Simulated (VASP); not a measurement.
Here is a VASP 6.6.1 calculation.

File INCAR:

```
SYSTEM = K2Be2Pt
ALGO = Normal
EDIFF = 1E-7
ENCUT = 520
GGA = PE
ISIF = 2
ISMEAR = 0
LASPH = .TRUE.
LCHARG = .FALSE.
LREAL = .FALSE.
LWAVE = .FALSE.
NBANDS = 24
NELM = 60
PREC = Accurate
SIGMA = 0.1
```

Contents of KPOINTS:

```
k-points
0
G
  6 6 2
  0 0 0
```

Contents of POSCAR:

```
K2Be2Pt
1.0
    3.8399138700      0.0000000000      0.0000000000
   -1.9199569300      3.3254629600      0.0000000000
    0.0000000000      0.0000000000      8.2522170400
K Be Pt
2 2 1
Direct
    0.0000000000      0.0000000000      0.2076934400
    0.0000000000      0.0000000000      0.7923065600
    0.3333333300      0.6666666700      0.0000000000
    0.6666666700      0.3333333300      0.0000000000
    0.6666666700      0.3333333300      0.5000000000
```

Potentials or basis: VASP PAW PBE potentials, release 64 (K_sv, Be, Pt).

Run with:

```console
$ cat potpaw_PBE.64/K_sv/POTCAR potpaw_PBE.64/Be/POTCAR potpaw_PBE.64/Pt/POTCAR > POTCAR
$ mpirun -np 1 vasp_std > vasp.out
```

Q: Estimate the pressure.

A: 8.4 GPa.

Q: What does it give for the band gap on the k mesh?

A: Zero (bands 16 and 17 overlap by 0.18 eV).

Q: Estimate the largest force.

A: 2.728 eV/Å.

Stress tensor (GPa, compression positive):
```
 6.39  0.00  0.00
 0.00  6.39  0.00
 0.00  0.00 12.49
```

Caveat: the k points lie up to 0.38 Å⁻¹ apart; spin-orbit coupling is left out, which moves the levels of the heavy elements; forces of over 1 eV/Å act on the atoms, so gaps and moduli don't describe the material at rest.
